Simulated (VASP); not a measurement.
A run of VASP 6.6.1 is set up as follows.

INCAR

```
  ALGO = Normal
  DIPOL = 0.5 0.5 0.500
  EDIFF = 1E-6
  ENCUT = 400
  GGA = PS
  GGA_COMPAT = F
  IDIPOL = 3
  ISIF = 2
  ISMEAR = 0
  LASPH = T
  LCHARG = T
  LDIPOL = T
  LELF = T
  LREAL = F
  LVACPOTAV = T
  LVHAR = T
  LWAVE = F
  NBANDS = 45
  NELM = 120
  NELMDL = -8
  PREC = Accurate
  SIGMA = 0.1
```

File KPOINTS:

```
k-points
0
Gamma
  12 12 1
```

File POSCAR:

```
Ti
1.0
    2.9004352004      0.0000000000      0.0000000000
   -1.4502176002      2.5118505656      0.0000000000
    0.0000000000      0.0000000000     26.4774761173
Ti
6
Direct
    0.6666666667      0.3333333333      0.2832596267
    0.3333333333      0.6666666667      0.3699557760
    0.6666666667      0.3333333333      0.4566519253
    0.3333333333      0.6666666667      0.5433480747
    0.6666666667      0.3333333333      0.6300442240
    0.3333333333      0.6666666667      0.7167403733
```

Potentials or basis: VASP PAW PBE potentials, release 64 (Ti_sv).

Launch:

```console
$ cat potpaw_PBE.64/Ti_sv/POTCAR > POTCAR
$ mpirun -np 1 vasp_std > vasp.out
```

(1) Predict the largest force.

(2) Predict the band gap on the k mesh.

Results:

(1) 0.634 eV/Å.

(2) zero (band 36 reaches 3.10 eV, above the bottom of band 37 at 2.10 eV).

Caveat: the PAW data sets were made with another functional, which shifts forces and pressure a little.
